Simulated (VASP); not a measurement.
A run of VASP 6.6.1:

The input INCAR:

```
PREC     = Accurate       # precision mode
ENCUT    = 500            # plane-wave cutoff, eV
EDIFF    = 1E-6           # SCF threshold, eV
ISMEAR   = 0              # smearing method
SIGMA    = 0.001          # smearing width, eV
LREAL    = F              # projectors in reciprocal space
LASPH    = T              # aspherical terms in the spheres
NELM     = 120            # most SCF steps
ALGO     = Normal         # electronic algorithm
ISIF     = 2              # what is computed and relaxed
LWAVE    = F              # write WAVECAR
LCHARG   = T              # write CHGCAR
GGA      = PS             # functional
LELF     = T              # ELF
LVHAR    = T            
NBANDS   = 44             # bands
ISYM     = -1           
GGA_COMPAT= F            
KPAR     = 1
```

The input KPOINTS:

```
explicit points
172
Reciprocal
  0.07142857   0.07142857   0.07142857 2
  0.07142857   0.07142857   0.21428571 2
  0.07142857   0.07142857   0.35714286 2
  0.07142857   0.07142857   0.50000000 2
  0.07142857   0.07142857   0.64285714 2
  0.07142857   0.07142857   0.78571429 2
[... 164 lines left out ...]
  0.50000000   0.50000000   0.35714286 2
  0.50000000   0.50000000   0.50000000 1
```

The input POSCAR:

```
YTi2
1.0
    0.0000000000      4.0142074251      4.0142074251
    4.0142074251      0.0000000000      4.0142074251
    4.0142074251      4.0142074251      0.0000000000
Y Ti
2 4
Direct
    0.1250000000      0.1250000000      0.1250000000
   -0.1250000000     -0.1250000000     -0.1250000000
    0.5000000000      0.5000000000      0.5000000000
    0.5000000000      0.5000000000      0.0000000000
    0.5000000000      0.0000000000      0.5000000000
    0.0000000000      0.5000000000      0.5000000000
```

Potentials or basis: VASP PAW PBE potentials, release 64 (Y_sv, Ti_sv).

Run with:

```bash
$ cat potpaw_PBE.64/Y_sv/POTCAR potpaw_PBE.64/Ti_sv/POTCAR > POTCAR
$ mpirun -np 4 vasp_std > vasp.out
```

Hardware: 4 MPI ranks on Intel(R) Xeon(R) 6975P-C (Granite Rapids), on a shared host.

Question: Estimate the wall time of this run.

Answer: Run time: 3.2 min on 4 MPI ranks on Intel(R) Xeon(R) 6975P-C (Granite Rapids) (shared host), peak memory 0.43 GiB a rank. Counts: scf iterations 19, k points 172.
